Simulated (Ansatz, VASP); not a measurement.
Two plane-wave programs on Mg3ZrN

```
Mg Zr N
1.0
     3.23468    0.00000    0.00000
     0.00000    3.23468    0.00000
     0.00000    0.00000   17.70332
Mg Zr N
6 2 2
Direct
  0.50000 0.00000 0.80768
  0.00000 0.50000 0.19232
  0.50000 0.00000 0.56268
  0.00000 0.50000 0.43732
  0.00000 0.50000 0.68671
  0.50000 0.00000 0.31329
  0.00000 0.50000 0.93752
  0.50000 0.00000 0.06248
  0.50000 0.00000 0.93643
  0.00000 0.50000 0.06357
```

Alike in both runs: functional PBE; k mesh 10 × 10 × 2; occupations gaussian, width 0.1 eV; no spin polarisation.

Ansatz relaxed the structure, and its values are those at the end. VASP's run is a single point on that final structure, the one shown.

```csv
,VASP,Ansatz
version,VASP 6.6.1,Ansatz 0.2.0
potentials or method,"VASP PAW PBE potentials, release 64 (Mg, Zr_sv, N), cutoff 520 eV","scalar-relativistic, plane waves, PAW"
valence electrons in the cell,46,94
```

Ansatz gave:

| Property | Result |
| --- | --- |
| gap on the k mesh at the Fermi level (eV) | none |
| pressure (GPa) | 0.0 |
| rms of the force components (eV/Å) | 0.002 |

Q: Which values does VASP return?

A: gap on the k mesh at the Fermi level (eV): none; pressure (GPa): 0.0; rms of the force components (eV/Å): 0.009.

A gap of «none» marks a metal or a gap that the smearing closes. The functional is the same, so the differences come from potentials, cutoffs and numerics. VASP's potentials hold 46 valence electrons a cell and Ansatz's 94, so a difference there can come from the potentials and not from the codes.
